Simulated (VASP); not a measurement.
# Ag (I4/mmm) in VASP: notebook

The runs below take Ag through single point, with r2SCAN.

Program: VASP 6.6.1. These are calculated values, not measurements. Logs are shortened: lines on timing, memory, paths and dates and some standing lists are left out, and cuts for length are marked.

## (1) The cell of the first run

The structure is tetragonal, space group I4/mmm (No. 139). Conventional cell: a = 2.889 Å, b = 2.889 Å, c = 4.209 Å, α = 90.00°, β = 90.00°, γ = 90.00°. Within 3.8 Å of Ag (site symmetry 4/mmm) lie 12 Ag at 2.89 to 2.93 Å.

## (2) Single point, r2SCAN (strain +0.0300 x Voigt [1, 0, 0, 0, 0, 0])

File POSCAR:

```
Ag
1.0
    0.0000000000      2.0431000000      2.0431000000
    2.1043930000      0.0000000000      2.0431000000
    2.1043930000      2.0431000000      0.0000000000
Ag
1
Direct
    0.0000000000      0.0000000000      0.0000000000
```

File INCAR.step1:

```
PREC = Accurate ; ENCUT = 520
ISMEAR = 0 ; SIGMA = 0.15
LREAL = F ; LASPH = T
NELM = 80 ; NBANDS = 12
GGA = PE ; ALGO = Normal
EDIFF = 1E-4 ; LWAVE = T
LCHARG = F
```

File INCAR.step2:

```
PREC = Accurate ; ENCUT = 520
EDIFF = 1E-7 ; ISMEAR = 0
SIGMA = 0.15 ; LREAL = F
LASPH = T ; NELM = 80
ALGO = Normal ; ISIF = 2
LWAVE = F ; LCHARG = T
METAGGA = R2SCAN ; LMIXTAU = T
LELF = T ; LVHAR = T
NBANDS = 12 ; ISTART = 1
```

File KPOINTS:

```
Automatic mesh
0
Gamma
  20 20 20
```

Potentials or basis: VASP PAW PBE potentials, release 64 (Ag).

On the command line:

```
cat potpaw_PBE.64/Ag/POTCAR > POTCAR
cp INCAR.step1 INCAR
mpirun -np 1 vasp_std > vasp.out
cp INCAR.step2 INCAR
mpirun -np 1 vasp_std > vasp.out
```

OUTCAR:

```text
PREC = Accurate
   ENCUT = 520
   EDIFF = 1E-7
   ISMEAR = 0
   LREAL = F
   LASPH = T
   NELM = 80
   ISIF = 2
   METAGGA = R2SCAN
   ISTART = 1

 ion  position               nearest neighbor table
   1  0.000  0.000  0.000-

  LATTYP: Found a body centered tetragonal cell.
 ALAT       =     2.8893797293
 C/A-ratio  =     1.4566399692

  Lattice vectors:

 A1 = (   2.1043930000,   0.0000000000,   2.0431000000)
 A2 = (   2.1043930000,   0.0000000000,  -2.0431000000)
 A3 = (  -2.1043930000,   2.0431000000,   0.0000000000)

Analysis of symmetry for initial positions (statically):
=====================================================================
 Subroutine PRICEL returns:
 Original cell was already a primitive cell.

 Routine SETGRP: Setting up the symmetry group for a
 body centered tetragonal supercell.

 Subroutine GETGRP returns: Found 16 space group operations
 (whereof 16 operations were pure point group operations)
 out of a pool of 16 trial point group operations.

The static configuration has the point symmetry D_4h.

Analysis of symmetry for dynamics (positions and initial velocities):
=====================================================================
 Subroutine PRICEL returns:
 Original cell was already a primitive cell.

 Routine SETGRP: Setting up the symmetry group for a
 body centered tetragonal supercell.

 Subroutine GETGRP returns: Found 16 space group operations
 (whereof 16 operations were pure point group operations)
 out of a pool of 16 trial point group operations.

The dynamic configuration has the point symmetry D_4h.

 Subroutine INISYM returns: Found 16 space group operations
 (whereof 16 operations are pure point group operations),
 and found     1 'primitive' translations

----------------------------------------------------------------------------------------

                                     Primitive cell

  volume of cell :      17.5686

  direct lattice vectors                    reciprocal lattice vectors
     0.000000000  2.043100000  2.043100000    -0.237598205  0.244726151  0.244726151
     2.104393000  0.000000000  2.043100000     0.237598205 -0.244726151  0.244726151
     2.104393000  2.043100000  0.000000000     0.237598205  0.244726151 -0.244726151

  length of vectors
     2.889379729  2.933040659  2.933040659     0.419803151  0.419803151  0.419803151

  position of ions in fractional coordinates (direct lattice)
     0.000000000  0.000000000  0.000000000

  ion indices of the primitive-cell ions
   primitive index   ion index
                 1           1

----------------------------------------------------------------------------------------

 KPOINTS: Automatic mesh

Automatic generation of k-mesh.
 Grid dimensions read from file:
 generate k-points for:   20   20   20

 Generating k-lattice:

  Cartesian coordinates                     Fractional coordinates (reciprocal lattice)
    -0.011879910  0.012236308  0.012236308     0.050000000 -0.000000000 -0.000000000
     0.011879910 -0.012236308  0.012236308     0.000000000  0.050000000  0.000000000
     0.011879910  0.012236308 -0.012236308     0.000000000  0.000000000  0.050000000

  Length of vectors
     0.020990158  0.020990158  0.020990158

  Shift w.r.t. Gamma in fractional coordinates (k-lattice)
     0.000000000  0.000000000  0.000000000

 Subroutine IBZKPT returns following result:
 ===========================================

 Found    641 irreducible k-points:

 Following reciprocal coordinates:
            Coordinates               Weight
  0.000000  0.000000  0.000000      1.000000
  0.050000  0.000000  0.000000      8.000000
  0.100000  0.000000  0.000000      8.000000
  0.150000  0.000000  0.000000      8.000000
  0.200000  0.000000  0.000000      8.000000
  0.250000 -0.000000 -0.000000      8.000000
[... 16 lines left out ...]
 -0.400000  0.050000  0.000000     16.000000
 -0.350000  0.050000 -0.000000     16.000000
 [... further k-points ...]
   k-points           NKPTS =    641   k-points in BZ     NKDIM =    641   number of bands    NBANDS=     12
   number of dos      NEDOS =    301   number of ions     NIONS =      1
   total plane-waves  NPLWV =  13824
   dimension x,y,z NGX =    24 NGY =   24 NGZ =   24
   dimension x,y,z NGXF=    48 NGYF=   48 NGZF=   48
   ions per type =               1
   NGX,Y,Z   is equivalent  to a cutoff of  13.81, 13.60, 13.60 a.u.
   NGXF,Y,Z  is equivalent  to a cutoff of  27.62, 27.21, 27.21 a.u.
 SYSTEM =  unknown system
   PREC   = accura    normal or accurate (medium, high low for compatibility)
   ISTART =      1    job   : 0-new  1-cont  2-samecut
   ICHARG =      0    charge: 1-file 2-atom 10-const
   ISPIN  =      1    spin polarized calculation?
   LNONCOLLINEAR =      F non collinear calculations
   LSORBIT =      F    spin-orbit coupling
   LASPH  =      T    aspherical Exc in radial PAW
   ENCUT  =  520.0 eV  38.22 Ry    6.18 a.u.   5.37  5.45  5.45*2*pi/ulx,y,z
   NELM   =     80;   NELMIN=  2; NELMDL=  0     # of ELM steps
   EDIFF  = 0.1E-06   stopping-criterion for ELM
   LREAL  =      F    real-space projection
   EDIFFG = 0.1E-05   stopping-criterion for IOM
   NSW    =      0    number of steps for IOM
   IBRION =     -1    ionic relax: 0-MD 1-quasi-New 2-CG
   NFREE  =      0    steps in history (QN), initial steepest desc. (CG)
   ISIF   =      2    stress and relaxation
   ISYM   =      2    0-nonsym 1-usesym 2-fastsym
   POTIM  = 0.5000    time-step for ionic-motion
   TEBEG  =    0.0;   TEEND  =   0.0 temperature during run
   PSTRESS=    0.0 pullay stress
   NELECT =      11.0000    total number of electrons
   NUPDOWN=      -1.0000    fix difference up-down
   EMIN   =  10.00;   EMAX   =-10.00  energy-range for DOS
   EFERMI =   0.00;   METHOD = LEGACY
   ISMEAR =     0;   SIGMA  =   0.15  broadening in eV -4-tet -1-fermi 0-gaus
   EFERMI_NEDOS =   21; number of points for ismear=-14 and -15
   IALGO  =     38    algorithm
   IMIX   =      4    mixing-type and parameters
     AMIX     =   0.40;   BMIX     =  1.00
     AMIX_MAG =   1.60;   BMIX_MAG =  1.00
  volume/ion in A,a.u.               =      17.57       118.56
  Fermi-wavevector in a.u.,A,eV,Ry     =   1.400534  2.646626 26.687771  1.961496
  Thomas-Fermi vector in A             =   2.523485
   LORBIT       =      0    0 simple, 1 ext, 2 COOP (PROOUT), +10 PAW based schemes
   METAGGA = R2SCAN    functional components
   LHFCALC =     F    Hartree Fock is set to
   AEXX    =    0.0000 exact exchange contribution
   IVDW    =     0    specifies the selected vdW correction
   LEPSILON=     F    determine dielectric tensor
   LRPA    =     F    only Hartree local field effects (RPA)
 non-spin polarized calculation
 Gauss-broadening in eV      SIGMA  =   0.15
  energy-cutoff  :      520.00
  volume of cell :       17.57
 maximum number of plane-waves:       495
 NGX is ok and might be reduce to    24
   NGX = 11   NGY = 11   NGZ = 11

 number of electron      10.9999997 magnetization

 Free energy of the ion-electron system (eV)
  ---------------------------------------------------
  ext. energy  EPLUGINS =         0.00000000
  ---------------------------------------------------
  free energy    TOTEN  =       -21.35888135 eV

  energy without entropy =      -21.35670474  energy(sigma->0) =      -21.35779304

 E-fermi :   8.0413     XC(G=0): -12.7616

 val. band max:        8.0411925157   @ k =  -0.3000   0.2000   0.1500
 cond. band min:       8.0787814552   @ k =   0.3000   0.5000   0.1000
 fundamental gap:      0.0375889395
 Fermi energy:         8.0412974542

 k-point     1 :       0.0000    0.0000    0.0000
  band No.  band energies     occupation
      1       0.2913      2.00000
      2       2.8720      2.00000
      3       3.0563      2.00000
      4       3.0563      2.00000
      5       3.8857      2.00000
      6       4.0750      2.00000
      7      24.6138      0.00000
      8      27.9052      0.00000
      9      28.2626      0.00000
     10      28.2626      0.00000
     11      33.0258      0.00000
     12      33.7842      0.00000

 k-point     2 :       0.0500    0.0000    0.0000
  band No.  band energies     occupation
      1       0.3705      2.00000
      2       2.8811      2.00000
      3       3.0514      2.00000
      4       3.0775      2.00000
      5       3.8797      2.00000
      6       4.0648      2.00000
      7      24.6201      0.00000
      8      27.3821      0.00000
      9      28.0729      0.00000
     10      28.2830      0.00000
     11      33.0656      0.00000
     12      33.7540      0.00000

 k-point     3 :       0.1000    0.0000    0.0000
  band No.  band energies     occupation
      1       0.6006      2.00000
      2       2.8883      2.00000
      3       3.0591      2.00000
      4       3.1350      2.00000
      5       3.8694      2.00000
      6       4.0405      2.00000
      7      24.4214      0.00000
      8      26.0917      0.00000
      9      28.1002      0.00000
     10      28.3310      0.00000
     11      32.3065      0.00000
     12      33.5494      0.00000
[... 286 lines left out ...]
 k-point    23 :      -0.4000    0.0500    0.0000
  band No.  band energies     occupation
      1       1.5762      2.00000
      2       2.9346      2.00000
      3       3.0850      2.00000
      4       4.5252      2.00000
      5       4.6159      2.00000
      6       6.7191      2.00000
      7      13.2383      0.00000
      8      23.9156      0.00000
      9      25.6931      0.00000
     10      26.8078      0.00000
     11      30.9026      0.00000
     12      31.8188      0.00000

 k-point    24 :      -0.3500    0.0500   -0.0000
  band No.  band energies     occupation
      1       1.6386      2.00000
      2       2.9852      2.00000
      3       3.1400      2.00000
      4       4.3497      2.00000
      5       4.4325      2.00000
      6       5.6573      2.00000
      7      14.9356      0.00000
      8      24.1649      0.00000
      9      25.9275      0.00000
     10      27.5173      0.00000
     11      30.7399      0.00000
     12      31.6508      0.00000

 [... further k-points ...]

------------------------ aborting loop because EDIFF is reached ----------------------------------------

  FORCE on cell =-STRESS in cart. coord.  units (eV):
  Direction    XX          YY          ZZ          XY          YZ          ZX
  --------------------------------------------------------------------------------------
  -------------------------------------------------------------------------------------
  Total       -0.2484082     -0.1213850     -0.1213850      0.0000000      0.0000000     -0.0000000
  in kB      -22.6537644    -11.0697933    -11.0697933      0.0000000      0.0000000     -0.0000000
  external PRESSURE =     -14.9311170 kB  Pullay stress =       0.0000000 kB

 VOLUME and BASIS-vectors are now :
 -----------------------------------------------------------------------------
  energy-cutoff  :      520.00
  volume of cell :       17.57
      direct lattice vectors                 reciprocal lattice vectors
     0.000000000  2.043100000  2.043100000    -0.237598205  0.244726151  0.244726151
     2.104393000  0.000000000  2.043100000     0.237598205 -0.244726151  0.244726151
     2.104393000  2.043100000  0.000000000     0.237598205  0.244726151 -0.244726151

 POSITION                                       TOTAL-FORCE (eV/Angst)
 -----------------------------------------------------------------------------------
      0.00000      0.00000      0.00000         0.000000     -0.000000      0.000000
 -----------------------------------------------------------------------------------
    total drift:                               -0.000000      0.000000     -0.000000

  FREE ENERGIE OF THE ION-ELECTRON SYSTEM (eV)
  ---------------------------------------------------
  free  energy   TOTEN  =       -21.3588813461 eV

  energy  without entropy=      -21.3567047356  energy(sigma->0) =      -21.35779304
```

Run time: 2.3 min. Hardware: 1 thread of Intel Xeon 6975P-C (Granite Rapids), shared host; peak memory 0.26 GiB.

What came out:

```yaml
Free_energy: -21.3589 eV
Pressure: -1.5 GPa
Band_gap_on_the_k_mesh: zero (an odd number of electrons rules out a gap without spin polarisation)
```

Levels at points of the mesh, in eV from the Fermi level:
```
           k point  band 4  band 5  band 6  band 7  band 8  band 9
(0.00, 0.00, 0.00)   -4.98   -4.16   -3.97   16.57   19.86   20.22
(0.50, 0.00, 0.00)   -3.32   -3.24   -0.26    3.53   15.72   18.00
(0.50, 0.50, 0.00)   -3.14   -3.00    1.91    6.97   10.78   10.80
(0.00, 0.50, 0.50)   -3.09   -3.09    1.41    6.23   11.32   11.32
```

Caveat: the cell differs from its parent crystal (strain +0.0300 x Voigt [1, 0, 0, 0, 0, 0]); the PAW data sets were made with another functional, which shifts forces and pressure a little.

## (3) Single point, r2SCAN (strain +0.0350 x Voigt [1, 0, 0, 0, 0, 0])

File POSCAR:

```
Ag
1.0
    0.0000000000      2.0431000000      2.0431000000
    2.1146085000      0.0000000000      2.0431000000
    2.1146085000      2.0431000000      0.0000000000
Ag
1
Direct
    0.0000000000      0.0000000000      0.0000000000
```

File INCAR.step1:

```
PREC     = Accurate       # precision mode
ENCUT    = 520            # plane-wave cutoff, eV
ISMEAR   = 0              # smearing method
SIGMA    = 0.15           # smearing width, eV
LREAL    = False          # projectors in reciprocal space
LASPH    = True           # aspherical terms in the spheres
NELM     = 100            # most SCF steps
NBANDS   = 12             # bands
GGA      = PE             # functional
ALGO     = Normal         # electronic algorithm
EDIFF    = 1E-4           # SCF threshold, eV
LWAVE    = True           # write WAVECAR
LCHARG   = False          # write CHGCAR
```

File INCAR.step2:

```
PREC     = Accurate       # precision mode
ENCUT    = 520            # plane-wave cutoff, eV
EDIFF    = 1E-7           # SCF threshold, eV
ISMEAR   = 0              # smearing method
SIGMA    = 0.15           # smearing width, eV
LREAL    = False          # projectors in reciprocal space
LASPH    = True           # aspherical terms in the spheres
NELM     = 100            # most SCF steps
ALGO     = Normal         # electronic algorithm
ISIF     = 2              # what is computed and relaxed
LWAVE    = False          # write WAVECAR
LCHARG   = False          # write CHGCAR
METAGGA  = R2SCAN         # meta-GGA
LMIXTAU  = True         
NBANDS   = 12             # bands
ISTART   = 1
```

KPOINTS is that of step 2.

Potentials or basis: VASP PAW PBE potentials, release 64 (Ag).

On the command line:

```
cat potpaw_PBE.64/Ag/POTCAR > POTCAR
cp INCAR.step1 INCAR
mpirun -np 1 vasp_std > vasp.out
cp INCAR.step2 INCAR
mpirun -np 1 vasp_std > vasp.out
```

Run time: 2.3 min. Hardware: 1 thread of Intel Xeon 6975P-C (Granite Rapids), shared host; peak memory 0.25 GiB.

It converged, with:

```
Free energy            : -21.3576 eV
Pressure               : -1.9 GPa
Band gap on the k mesh : zero (an odd number of electrons rules out a gap without spin polarisation)
```

Stress tensor (GPa, compression positive):
```
-2.84  0.00  0.00
 0.00 -1.49  0.00
 0.00  0.00 -1.49
```

Levels at points of the mesh, in eV from the Fermi level:
| k point | band 2 | band 3 | band 4 | band 5 | band 6 | band 7 | band 8 | band 9 | band 10 | band 11 |
| --- | --- | --- | --- | --- | --- | --- | --- | --- | --- | --- |
| (0.00, 0.00, 0.00) | -5.17 | -4.96 | -4.96 | -4.17 | -3.95 | 16.56 | 19.78 | 20.19 | 20.19 | 24.93 |
| (0.50, 0.00, 0.00) | -5.16 | -4.96 | -3.33 | -3.24 | -0.25 | 3.50 | 15.67 | 17.92 | 18.64 | 22.64 |
| (0.50, 0.50, 0.00) | -6.47 | -3.33 | -3.16 | -2.99 | 1.94 | 6.97 | 10.72 | 10.74 | 17.05 | 17.19 |
| (0.00, 0.50, 0.50) | -6.48 | -3.31 | -3.09 | -3.09 | 1.36 | 6.12 | 11.35 | 11.35 | 17.64 | 17.81 |

Caveat: the cell differs from its parent crystal (strain +0.0350 x Voigt [1, 0, 0, 0, 0, 0]); the PAW data sets were made with another functional, which shifts forces and pressure a little.

## (4) Single point, r2SCAN (strain +0.0400 x Voigt [1, 0, 0, 0, 0, 0])

File POSCAR:

```
Ag
1.0
    0.0000000000      2.0431000000      2.0431000000
    2.1248240000      0.0000000000      2.0431000000
    2.1248240000      2.0431000000      0.0000000000
Ag
1
Direct
    0.0000000000      0.0000000000      0.0000000000
```

File INCAR.step1:

```
SYSTEM = Ag
ALGO = Normal
EDIFF = 1E-4
ENCUT = 520
GGA = PE
ISMEAR = 0
LASPH = .TRUE.
LCHARG = .FALSE.
LREAL = .FALSE.
LWAVE = .TRUE.
NBANDS = 12
NELM = 60
PREC = Accurate
SIGMA = 0.15
```

File INCAR.step2:

```
SYSTEM = Ag
ALGO = Normal
EDIFF = 1E-6
ENCUT = 520
ISIF = 2
ISMEAR = 0
ISTART = 1
LASPH = .TRUE.
LCHARG = .TRUE.
LELF = .TRUE.
LMIXTAU = .TRUE.
LREAL = .FALSE.
LVHAR = .TRUE.
LWAVE = .FALSE.
METAGGA = R2SCAN
NBANDS = 12
NELM = 60
PREC = Accurate
SIGMA = 0.15
```

File KPOINTS:

```
k-points
0
G
  20 20 20
  0 0 0
```

On the command line:

```
cat potpaw_PBE.64/Ag/POTCAR > POTCAR
cp INCAR.step1 INCAR
mpirun -np 1 vasp_std > vasp.out
cp INCAR.step2 INCAR
mpirun -np 1 vasp_std > vasp.out
```

It took 2 min on 1 thread of Intel Xeon 6975P-C (Granite Rapids), shared host; peak memory 0.26 GiB.

The run converged. Its results:

```
Free energy            : -21.3559 eV
Pressure               : -2.4 GPa
Band gap on the k mesh : zero (an odd number of electrons rules out a gap without spin polarisation)
```

Stress tensor (GPa, compression positive):
```
-3.40  0.00  0.00
 0.00 -1.85  0.00
 0.00  0.00 -1.85
```

Levels at points of the mesh, in eV from the Fermi level:
```
           k point  band 3  band 4  band 5  band 6  band 7  band 8  band 9  band 10
(0.00, 0.00, 0.00)   -4.94   -4.94   -4.18   -3.93   16.55   19.71   20.16    20.16
(0.50, 0.00, 0.00)   -4.93   -3.33   -3.24   -0.24    3.47   15.62   17.85    18.64
(0.50, 0.50, 0.00)   -3.33   -3.17   -2.99    1.97    6.97   10.67   10.69    16.97
(0.00, 0.50, 0.50)   -3.31   -3.10   -3.10    1.31    6.00   11.38   11.38    17.63
```

Caveat: the cell differs from its parent crystal (strain +0.0400 x Voigt [1, 0, 0, 0, 0, 0]); the PAW data sets were made with another functional, which shifts forces and pressure a little.

## (5) The runs side by side

```tsv
cell	gap on the mesh (eV)	pressure (GPa)
a = 2.889, b = 2.933, c = 2.933 Å, angles 59.0, 60.5, 60.5°, 1 atom	none	-1.5
a = 2.889, b = 2.940, c = 2.940 Å, angles 58.9, 60.6, 60.6°, 1 atom	none	-1.9
a = 2.889, b = 2.948, c = 2.948 Å, angles 58.7, 60.7, 60.7°, 1 atom	none	-2.4
```

Alike in all rows: task single point; level r2SCAN; potentials or basis VASP PAW PBE potentials, release 64 (Ag); no spin polarisation; k mesh 20 × 20 × 20; cutoff (eV) 520; smearing gaussian 0.15 eV.

Caveats: the PAW data sets were made with another functional, which shifts forces and pressure a little.

Total energies depend on the potentials used, so only differences within one code and one set of settings carry meaning.

The gap in the log of VASP goes by the Fermi energy; the results here count the filled bands.